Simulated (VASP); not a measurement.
## WSe2: single point with r2SCAN

The system is WSe2, a slab with vacuum.

```
W Se
1.0
     3.31436    0.00000    0.00000
    -1.65718    2.75551    0.00000
     0.00000    0.00000   16.65868
W Se
1 2
Cartesian
  0.0000 0.0000 0.0000
  0.0000 1.8370 1.6609
  0.0000 1.8370 14.9978
```

This cell differs from its parent crystal: strain -0.0400 x Voigt [0, 1, 0, 0, 0, 0].

```yaml
Program: VASP 6.6.1
Task: single point
Functional: r2SCAN
Potentials_or_basis: VASP PAW PBE potentials, release 64 (W_sv, Se)
Cutoff: 520 eV
k_mesh: 12 × 12 × 2
Occupations: gaussian, width 0.05 eV
Spin: no spin polarisation
```

| Quantity | Value |
| --- | --- |
| Largest force | 0.549 eV/Å |
| Band gap on the k mesh | 1.86 eV |

Forces on the atoms (eV/Å):
```
W    0.000 -0.360  0.000
Se   0.000  0.180  0.519
Se   0.000  0.180 -0.519
```

Levels at points of the mesh, in eV from the valence-band top:
```
           k point  band 11  band 12  band 13  band 14  band 15  band 16
(0.00, 0.00, 0.00)    -1.38    -1.19    -0.43     3.09     3.30     3.49
(0.50, 0.00, 0.00)    -2.39    -1.16    -0.80     2.65     3.16     4.18
(0.00, 0.50, 0.00)    -2.29    -1.30    -0.98     2.81     3.12     4.12
(0.00, 0.00, 0.50)    -1.38    -1.19    -0.43     3.09     3.30     3.49
(0.50, 0.00, 0.50)    -2.39    -1.16    -0.80     2.65     3.16     4.18
(0.00, 0.50, 0.50)    -2.29    -1.30    -0.98     2.81     3.12     4.12
```

Wall time 20 min on 1 thread of Oxide Virtual Turin-like Processor (shared host), peak memory 0.45 GiB.

Caveat: the cell differs from its parent crystal (strain -0.0400 x Voigt [0, 1, 0, 0, 0, 0]); there is no dipole correction, which matters where the two faces differ; the PAW data sets were made with another functional, which shifts forces and pressure a little; spin-orbit coupling is left out, which moves the levels of the heavy elements.
